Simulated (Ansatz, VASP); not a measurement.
## Two plane-wave programs on C

Contents of INCAR:

```
SYSTEM = C
PREC = Accurate
ENCUT = 520
EDIFF = 1E-6
ISMEAR = 0
SIGMA = 0.1
LREAL = .FALSE.
LASPH = .TRUE.
NELM = 80
ALGO = Normal
ISIF = 2
LWAVE = .FALSE.
LCHARG = .FALSE.
LDIPOL = .TRUE.
IDIPOL = 3
DIPOL = 0.5 0.5 0.360
GGA = PE
IVDW = 12
NBANDS = 16
```

File KPOINTS:

```
regular mesh
0
G
  15 15 1
  0 0 0
```

Contents of POSCAR:

```
C
1.0
    2.4656524409      0.0000000000      0.0000000000
   -1.2328262205      2.1353176507      0.0000000000
    0.0000000000      0.0000000000     17.5000663885
C
4
Direct
    0.6666666667      0.3333333333      0.2571437784
    0.3333333333      0.6666666667      0.2571418816
    0.6666666667      0.8333333333      0.4634306070
    0.3333333333      1.1666666667      0.4634287102
```

Input for Ansatz:

```yaml
crystal:
  lattice:
    - [2.4656524409, 0.0, 0.0]
    - [-1.2328262205, 2.1353176507, 0.0]
    - [0.0, 0.0, 17.5000663885]
  atoms:
    - { symbol: C, position: [0.6666666667, 0.3333333333, 0.2571437784] }
    - { symbol: C, position: [0.3333333333, 0.6666666667, 0.2571418816] }
    - { symbol: C, position: [0.6666666667, 0.8333333333, 0.463430607] }
    - { symbol: C, position: [0.3333333333, 1.1666666667, 0.4634287102] }
basis:
  ecutwfc: 420
kpoints:
  mp_grid: { grid: [15, 15, 1] }
hamiltonian:
  xc: pbe
  pseudopotentials: { kind: paw, azcp: { folder: soft_1 } }
  dispersion: d3bj
scf:
  occupations: { method: gaussian, width: 0.1 }
output:
  forces: true
  eigenvalues: true
efield:
  axis: 3
  dipole_correction: true
  ramp_width: 0.04
```

Alike in both runs: task single point; functional PBE; dispersion D3(BJ); k mesh 15 × 15 × 1; occupations gaussian, width 0.1 eV; no spin polarisation.

|  | VASP | Ansatz |
| --- | --- | --- |
| version | VASP 6.6.1 | Ansatz 0.2.0 |
| potentials or method | VASP PAW PBE potentials, release 64 (C), cutoff 520 eV | scalar-relativistic, plane waves, PAW |
| valence electrons in the cell | 16 | 16 |

|  | VASP | Ansatz | Ansatz less VASP |
| --- | --- | --- | --- |
| gap on the k mesh at the Fermi level (eV) | 0.14 | 0.14 | 0.000 |
| least direct gap on the mesh (eV) | 0.14 | 0.14 | 0.000 |
| rms of the force components (eV/Å) | 0.011 | 0.011 | +0.0001 |

Atom by atom the forces differ by 0.000 eV/Å (rms over components). Ansatz's warnings: structure snapped to symmetry.
